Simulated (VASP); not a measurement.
Wanted: the native input for a VASP 6.6.1 run.

```yaml
Task: single point
Functional: PBE
Potentials_or_basis: VASP PAW PBE potentials, release 64 (Sr_sv, O)
Cutoff: 520 eV
k_mesh: 9 × 9 × 4
Occupations: gaussian, width 0.05 eV
Spin: no spin polarisation
Dipole_correction: no
Further_INCAR_settings: ALGO = Normal; EDIFF = 1e-06; NBANDS = 24
```

The structure of SrO lies in POSCAR:

```
SrO
1.0
    3.6066365453      0.0000000000      0.0000000000
   -1.8033182727      3.1234388704      0.0000000000
    0.0000000000      0.0000000000      6.2944353951
Sr O
2 2
Direct
    0.3333333333      0.6666666667      0.2500000000
    0.6666666667      0.3333333333      0.7500000000
    0.0000000000      0.0000000000      0.0000000000
    0.0000000000      0.0000000000      0.5000000000
```

This cell differs from its parent crystal: the cell strained.

One way to write it, as run:

INCAR

```
ALGO = Normal ; EDIFF = 1E-6
ENCUT = 520 ; GGA = PE
ISIF = 2 ; ISMEAR = 0
LASPH = True ; LCHARG = False
LREAL = False ; LWAVE = False
NBANDS = 24 ; NELM = 100
PREC = Accurate ; SIGMA = 0.05
```

KPOINTS

```
k-points
0
Gamma
  9 9 4
```

Potentials or basis: VASP PAW PBE potentials, release 64 (Sr_sv, O).

Launch:

```sh
$ cat potpaw_PBE.64/Sr_sv/POTCAR potpaw_PBE.64/O/POTCAR > POTCAR
$ mpirun -np 1 vasp_std > vasp.out
```

Results of the run:

```yaml
Pressure: -1.5 GPa
Band_gap_on_the_k_mesh: 2.83 eV
```

Caveat: the cell differs from its parent crystal (the cell strained); an odd mesh through Γ misses points on the zone boundary, where band edges can lie.

Run time: 24 s on 1 thread of Intel(R) Xeon(R) 6975P-C (Granite Rapids) (shared host), peak memory 0.21 GiB.
